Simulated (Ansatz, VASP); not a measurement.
**One calculation of Nb, two programs**

```xyz
1
Lattice="0.0000 2.1150 2.1573 2.1150 0.0000 2.1573 2.1150 2.1150 0.0000" Properties=species:S:1:pos:R:3 pbc="T T T"
Nb    0.0000    0.0000    0.0000
```

Change from the starting cell: zz strain of +2 %, crystal datasets.

Alike in both runs: task electric field gradients; functional PBE; k mesh 13 × 13 × 13; occupations fermi-dirac, width 0.08 eV; no spin polarisation.

|  | VASP | Ansatz |
| --- | --- | --- |
| version | VASP 6.6.1 | Ansatz 0.2.0 |
| potentials or method | VASP PAW PBE potentials, release 64 (Nb_sv), cutoff 520 eV | all-electron PAW with datasets made for the crystal, scalar-relativistic |

```tsv
	VASP	Ansatz	Ansatz less VASP
pressure (GPa)	-4.6	-4.3	+0.29
traceless stress, the component that is largest in VASP (GPa)	2.96	2.98	+0.026
size of Vzz on the site where it differs most (V/Å²)	9.8	9.9	+0.03
```

Ansatz ran all-electron here, and VASP with PAW potentials.
